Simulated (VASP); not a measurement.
# ZrO2 in VASP: relaxation of cell and atoms with PBEsol

Aim: the relaxation of cell and atoms of ZrO2 with PBEsol.

Program: VASP 6.6.1. These are calculated values, not measurements. Logs are shortened: lines on timing, memory, paths and dates and some standing lists are left out, and cuts for length are marked.

### Step 1. The cell of the first run

The cell holds a disordered packing, 15 atoms: a = 6.200 Å, b = 6.197 Å, c = 5.058 Å, α = 113.99°, β = 114.00°, γ = 80.49°.

### Step 2. Relaxation of cell and atoms, PBEsol

The input, INCAR:

```
SYSTEM = ZrO2
ALGO = Normal
EDIFF = 1E-7
EDIFFG = -0.04
ENCUT = 600
GGA = PS
GGA_COMPAT = .False.
IBRION = 2
ISIF = 3
ISMEAR = 0
ISYM = 0
LASPH = .True.
LCHARG = .False.
LREAL = .False.
LWAVE = .False.
NELM = 120
NELMIN = 4
NSW = 45
PREC = Accurate
SIGMA = 0.1
```

The input, KPOINTS:

```
k-points
0
Gamma
  3 3 4
  0 0 0
```

The input, POSCAR:

```
ZrO2
1.0
    6.0659626498      0.4251528894     -1.2078831302
    0.3841375067      6.0701298442     -1.1877842164
   -1.0660012443     -1.0882028686      4.8232390900
Zr O
5 10
Direct
    0.6480191286      0.3110163549      0.4930185635
    0.2480199183      0.1110213745      0.6930222888
    0.0480206847      0.5110139659      0.2930205915
    0.4480210977      0.7110172370      0.0930228957
    0.8480198035      0.9110163135      0.8930238276
    0.3480401585      0.4108696906      0.1429332003
    0.5479994628      0.0111646549      0.0430922591
    0.7480088138      0.6111555432      0.4430984794
    0.3479988321      0.4111593355      0.6430801859
    0.1480008003      0.8111617019      0.2431001826
    0.9480339977      0.2108648893      0.3429383075
    0.5480353222      0.0108614438      0.5429351962
    0.1480383275      0.8108685585      0.7429501978
    0.7480291535      0.6108680308      0.9429422435
    0.9480012876      0.2111576639      0.8430899219
```

Potentials or basis: VASP PAW PBE potentials, release 64 (Zr_sv, O).

Run with:

```console
$ cat potpaw_PBE.64/Zr_sv/POTCAR potpaw_PBE.64/O/POTCAR > POTCAR
$ mpirun -np 1 vasp_std > vasp.out
```

OUTCAR:

```text
SYSTEM = ZrO2
   EDIFF = 1E-7
   EDIFFG = -0.04
   ENCUT = 600
   GGA = PS
   IBRION = 2
   ISIF = 3
   ISMEAR = 0
   ISYM = 0
   LASPH = .True.
   LREAL = .False.
   NELM = 120
   NELMIN = 4
   NSW = 45
   PREC = Accurate

 ion  position               nearest neighbor table
   1  0.648  0.311  0.493-   8 2.19  12 2.19   9 2.19  11 2.19  15 2.19   6 2.19  14 2.19   7 2.19
                             2 3.58   3 3.58   4 3.58   5 3.58   5 3.58   4 3.58   4 3.58   5 3.58
   2  0.248  0.111  0.693-   9 2.19  13 2.19  15 2.19  12 2.19   7 2.19  11 2.19   6 2.19  10 2.19
                             1 3.58   5 3.58   3 3.58   4 3.58   3 3.58   4 3.58   4 3.58   3 3.58
   3  0.048  0.511  0.293-  10 2.19  11 2.19   8 2.19   6 2.19   9 2.19  14 2.19  13 2.19  15 2.19
                             1 3.58   4 3.58   2 3.58   5 3.58   2 3.58   5 3.58   5 3.58   2 3.58
   4  0.448  0.711  0.093-   6 2.19   7 2.19  14 2.19  10 2.19  13 2.19   8 2.19  12 2.19   9 2.19
                             5 3.58   3 3.58   1 3.58   2 3.58   2 3.58   1 3.58   2 3.58   1 3.58
   5  0.848  0.911  0.893-  15 2.19  14 2.19   7 2.19  13 2.19  10 2.19  12 2.19  11 2.19   8 2.19
                             4 3.58   2 3.58   3 3.58   1 3.58   1 3.58   3 3.58   3 3.58   1 3.58
   6  0.348  0.411  0.143-   4 2.19   3 2.19   1 2.19   2 2.19
   7  0.548  0.011  0.043-   4 2.19   5 2.19   2 2.19   1 2.19
   8  0.748  0.611  0.443-   1 2.19   3 2.19   4 2.19   5 2.19
   9  0.348  0.411  0.643-   2 2.19   1 2.19   3 2.19   4 2.19
  10  0.148  0.811  0.243-   3 2.19   4 2.19   5 2.19   2 2.19
  11  0.948  0.211  0.343-   3 2.19   1 2.19   2 2.19   5 2.19
  12  0.548  0.011  0.543-   1 2.19   2 2.19   5 2.19   4 2.19
  13  0.148  0.811  0.743-   2 2.19   5 2.19   4 2.19   3 2.19
  14  0.748  0.611  0.943-   5 2.19   4 2.19   3 2.19   1 2.19
  15  0.948  0.211  0.843-   5 2.19   2 2.19   1 2.19   3 2.19

IMPORTANT INFORMATION: All symmetrisations will be switched off!
NOSYMM: (Re-)initialisation of all symmetry stuff for point group C_1.

----------------------------------------------------------------------------------------

                                     Primitive cell

  volume of cell :     162.1964

  direct lattice vectors                    reciprocal lattice vectors
     6.065962650  0.425152889 -1.207883130     0.172538596 -0.003616650  0.037317393
     0.384137507  6.070129844 -1.187784216    -0.004538894  0.172445165  0.037903337
    -1.066001244 -1.088202869  4.823239090     0.042091057  0.041561107  0.226009123

  length of vectors
     6.199648337  6.197166231  5.058080610     0.176565102  0.176619930  0.233621716

  position of ions in fractional coordinates (direct lattice)
     0.648019129  0.311016355  0.493018564
     0.248019918  0.111021374  0.693022289
     0.048020685  0.511013966  0.293020592
     0.448021098  0.711017237  0.093022896
     0.848019804  0.911016313  0.893023828
     0.348040158  0.410869691  0.142933200
     0.547999463  0.011164655  0.043092259
     0.748008814  0.611155543  0.443098479
     0.347998832  0.411159336  0.643080186
     0.148000800  0.811161702  0.243100183
     0.948033998  0.210864889  0.342938307
     0.548035322  0.010861444  0.542935196
     0.148038327  0.810868558  0.742950198
     0.748029153  0.610868031  0.942942243
     0.948001288  0.211157664  0.843089922

  ion indices of the primitive-cell ions
   primitive index   ion index
                 1           1
                 2           2
                 3           3
                 4           4
                 5           5
                 6           6
                 7           7
                 8           8
                 9           9
                10          10
                11          11
                12          12
                13          13
                14          14
                15          15

----------------------------------------------------------------------------------------

 KPOINTS: k-points

Automatic generation of k-mesh.
 Grid dimensions read from file:
 generate k-points for:    3    3    4

 Generating k-lattice:

  Cartesian coordinates                     Fractional coordinates (reciprocal lattice)
     0.057512865 -0.001205550  0.012439131     0.333333333  0.000000000  0.000000000
    -0.001512965  0.057481722  0.012634446     0.000000000  0.333333333 -0.000000000
     0.010522764  0.010390277  0.056502281     0.000000000  0.000000000  0.250000000

  Length of vectors
     0.058855034  0.058873310  0.058405429

  Shift w.r.t. Gamma in fractional coordinates (k-lattice)
     0.000000000  0.000000000  0.000000000

 Subroutine IBZKPT returns following result:
 ===========================================

 Found     19 irreducible k-points:

 Following reciprocal coordinates:
            Coordinates               Weight
  0.000000  0.000000  0.000000      1.000000
  0.333333  0.000000 -0.000000      2.000000
  0.000000  0.333333  0.000000      2.000000
  0.333333  0.333333  0.000000      2.000000
 -0.333333  0.333333  0.000000      2.000000
  0.000000  0.000000  0.250000      2.000000
[... 11 lines left out ...]
  0.333333  0.333333  0.500000      2.000000
 -0.333333  0.333333  0.500000      2.000000
   k-points           NKPTS =     19   k-points in BZ     NKDIM =     19   number of bands    NBANDS=     72
   number of dos      NEDOS =    301   number of ions     NIONS =     15
   total plane-waves  NPLWV = 100000
   dimension x,y,z NGX =    50 NGY =   50 NGZ =   40
   dimension x,y,z NGXF=   100 NGYF=  100 NGZF=   80
   ions per type =               5  10
   NGX,Y,Z   is equivalent  to a cutoff of  13.41, 13.41, 13.15 a.u.
   NGXF,Y,Z  is equivalent  to a cutoff of  26.82, 26.83, 26.29 a.u.
 SYSTEM =  ZrO2
   PREC   = accura    normal or accurate (medium, high low for compatibility)
   ISTART =      0    job   : 0-new  1-cont  2-samecut
   ICHARG =      2    charge: 1-file 2-atom 10-const
   ISPIN  =      1    spin polarized calculation?
   LNONCOLLINEAR =      F non collinear calculations
   LSORBIT =      F    spin-orbit coupling
   LASPH  =      T    aspherical Exc in radial PAW
   ENCUT  =  600.0 eV  44.10 Ry    6.64 a.u.  12.38 12.38 10.10*2*pi/ulx,y,z
   NELM   =    120;   NELMIN=  4; NELMDL= -5     # of ELM steps
   EDIFF  = 0.1E-06   stopping-criterion for ELM
   LREAL  =      F    real-space projection
   EDIFFG = -.4E-01   stopping-criterion for IOM
   NSW    =     45    number of steps for IOM
   IBRION =      2    ionic relax: 0-MD 1-quasi-New 2-CG
   NFREE  =      1    steps in history (QN), initial steepest desc. (CG)
   ISIF   =      3    stress and relaxation
   ISYM   =      0    0-nonsym 1-usesym 2-fastsym
   POTIM  = 0.5000    time-step for ionic-motion
   TEBEG  =    0.0;   TEEND  =   0.0 temperature during run
   PSTRESS=    0.0 pullay stress
   NELECT =     120.0000    total number of electrons
   NUPDOWN=      -1.0000    fix difference up-down
   EMIN   =  10.00;   EMAX   =-10.00  energy-range for DOS
   EFERMI =   0.00;   METHOD = LEGACY
   ISMEAR =     0;   SIGMA  =   0.10  broadening in eV -4-tet -1-fermi 0-gaus
   EFERMI_NEDOS =   21; number of points for ismear=-14 and -15
   IALGO  =     38    algorithm
   IMIX   =      4    mixing-type and parameters
     AMIX     =   0.40;   BMIX     =  1.00
     AMIX_MAG =   1.60;   BMIX_MAG =  1.00
  volume/ion in A,a.u.               =      10.81        72.97
  Fermi-wavevector in a.u.,A,eV,Ry     =   1.480658  2.798039 29.828720  2.192349
  Thomas-Fermi vector in A             =   2.594665
   LORBIT       =      0    0 simple, 1 ext, 2 COOP (PROOUT), +10 PAW based schemes
   GGA     = PS    functional components
   LHFCALC =     F    Hartree Fock is set to
   AEXX    =    0.0000 exact exchange contribution
   IVDW    =     0    specifies the selected vdW correction
   LEPSILON=     F    determine dielectric tensor
   LRPA    =     F    only Hartree local field effects (RPA)
 conjugate gradient relaxation of ions
 non-spin polarized calculation
 Gauss-broadening in eV      SIGMA  =   0.10
  energy-cutoff  :      600.00
  volume of cell :      162.20
 maximum number of plane-waves:      5422
 NGX is ok and might be reduce to    50
   NGX = 25   NGY = 25   NGZ = 21

--------------------------------------- Ionic step        1  -------------------------------------------

 number of electron     119.9999997 magnetization

 Free energy of the ion-electron system (eV)
  ---------------------------------------------------
  ext. energy  EPLUGINS =         0.00000000
  ---------------------------------------------------
  free energy    TOTEN  =      -149.64414991 eV

  energy without entropy =     -149.64414991  energy(sigma->0) =     -149.64414991

------------------------ aborting loop because EDIFF is reached ----------------------------------------

  FORCE on cell =-STRESS in cart. coord.  units (eV):
  Direction    XX          YY          ZZ          XY          YZ          ZX
  --------------------------------------------------------------------------------------
  -------------------------------------------------------------------------------------
  Total        0.3010521      0.3814267      0.7478007      0.0953088     -0.2137366     -0.1925432
  in kB        2.9737953      3.7677360      7.3867821      0.9414614     -2.1112922     -1.9019435
  external PRESSURE =       4.7094378 kB  Pullay stress =       0.0000000 kB
[... 83 lines left out ...]
  energy  without entropy=     -149.6439593952  energy(sigma->0) =     -149.64395940

--------------------------------------- Ionic step        3  -------------------------------------------

 number of electron     119.9999995 magnetization

 Free energy of the ion-electron system (eV)
  ---------------------------------------------------
  ext. energy  EPLUGINS =         0.00000000
  ---------------------------------------------------
  free energy    TOTEN  =      -149.64489516 eV

  energy without entropy =     -149.64489516  energy(sigma->0) =     -149.64489516

 E-fermi :   7.7429     XC(G=0): -12.1321

 val. band max:        7.1659501560   @ k =   0.3333   0.3333   0.0000
 cond. band min:      10.5633513295   @ k =   0.0000   0.0000   0.0000
 fundamental gap:      3.3974011735
 Fermi energy:         7.7429009856

 k-point     1 :       0.0000    0.0000    0.0000
  band No.  band energies     occupation
      1     -40.6389      2.00000
      2     -40.5744      2.00000
      3     -40.5744      2.00000
      4     -40.5744      2.00000
      5     -40.5744      2.00000
      6     -19.0996      2.00000
[... 1456 lines left out ...]
  FREE ENERGIE OF THE ION-ELECTRON SYSTEM (eV)
  ---------------------------------------------------
  free  energy   TOTEN  =      -149.6448951554 eV

  energy  without entropy=     -149.6448951554  energy(sigma->0) =     -149.64489516

 reached required accuracy - stopping structural energy minimisation
```

It took 7.5 min on 1 thread of Intel Xeon 6975P-C (Granite Rapids), shared host; peak memory 0.42 GiB.

What came out:

* Free energy: -149.6449 eV
* Relaxed volume: 10.84 Å³/atom
* Relaxed cell: a = 6.204 Å, b = 6.202 Å, c = 5.065 Å, α = 114.03°, β = 114.03°, γ = 80.46°
* Space group after relaxing (to 0.1 Å): Fm-3m (No. 225)
* Energy gained by relaxing: 0.0 meV/atom
* Ionic steps: 3
* Pressure after relaxing: -0.1 GPa
* Largest force after relaxing: 0.004 eV/Å
* Band gap on the k mesh: 3.40 eV

Forces on the atoms (eV/Å):
```
Zr   0.000  0.000  0.000
Zr   0.000  0.000  0.000
Zr   0.000  0.000  0.000
Zr   0.000  0.000  0.000
Zr   0.000  0.000  0.000
O   -0.001  0.003  0.002
O    0.001 -0.003 -0.002
O    0.001 -0.003 -0.002
O    0.001 -0.003 -0.002
O    0.001 -0.003 -0.002
O   -0.001  0.003  0.002
O   -0.001  0.003  0.002
O   -0.001  0.003  0.002
O   -0.001  0.003  0.002
O    0.001 -0.003 -0.002
```

The path:
```
step  energy change (eV)  largest force (eV/Å)  pressure (GPa)  volume (Å³)
   1              0.0000                0.0047            0.47       162.20
   2              0.0002                0.0075           -0.70       162.94
   3             -0.0007                0.0040           -0.09       162.55
```

Final structure:
```
CELL_PARAMETERS angstrom
6.06915 0.42667 -1.21117
0.38554 6.07409 -1.19122
-1.06806 -1.09056 4.82939
ATOMIC_POSITIONS crystal
Zr 0.64802 0.31102 0.49302
Zr 0.24802 0.11102 0.69302
Zr 0.04802 0.51102 0.29302
Zr 0.44802 0.71102 0.09302
Zr 0.84802 0.91102 0.89302
O 0.34803 0.41087 0.14295
O 0.54801 0.01116 0.04308
O 0.74801 0.61116 0.44308
O 0.34801 0.41116 0.64306
O 0.14801 0.81116 0.24308
O 0.94803 0.21087 0.34295
O 0.54803 0.01086 0.54295
O 0.14803 0.81087 0.74297
O 0.74802 0.61087 0.94296
O 0.94801 0.21116 0.84308
```

Caveat: the PAW data sets were made with another functional, which shifts forces and pressure a little.
